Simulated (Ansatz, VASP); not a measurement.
# One calculation of Cu, two programs

```xyz
6
Lattice="2.4878 0.0000 0.0000 -1.2439 2.1545 0.0000 0.0000 0.0000 25.1563" Properties=species:S:1:pos:R:3 pbc="T T T"
Cu    1.2439    0.7182    7.5138
Cu    0.0000    1.4363    9.5289
Cu    0.0000    0.0000   11.5576
Cu    1.2439    0.7182   13.5987
Cu    0.0000    1.4363   15.6274
Cu    0.0000    0.0000   17.6425
```

Alike in both runs: functional LDA; k mesh 15 × 15 × 1; occupations gaussian, width 0.1 eV; no spin polarisation.

Ansatz relaxed the structure, and its values are those at the end. VASP's run is a single point on that final structure, the one shown.

|  | VASP | Ansatz |
| --- | --- | --- |
| version | VASP 6.6.1 | Ansatz 0.2.0 |
| potentials or method | VASP PAW LDA potentials, release 64 (Cu), cutoff 520 eV | scalar-relativistic, plane waves, PAW |
| valence electrons in the cell | 66 | 114 |

```tsv
	VASP	Ansatz	Ansatz less VASP
gap on the k mesh at the Fermi level (eV)	none	none	-
rms of the force components (eV/Å)	0.009	0.000	-0.0090
```

LDA's correlation is that of Perdew and Zunger in VASP and of Perdew and Wang (1992) in Ansatz. A gap of «none» marks a metal or a gap that the smearing closes. VASP's potentials hold 66 valence electrons a cell and Ansatz's 114, so a difference there can come from the potentials and not from the codes. Ansatz's warnings: xc potential rough in thin density.
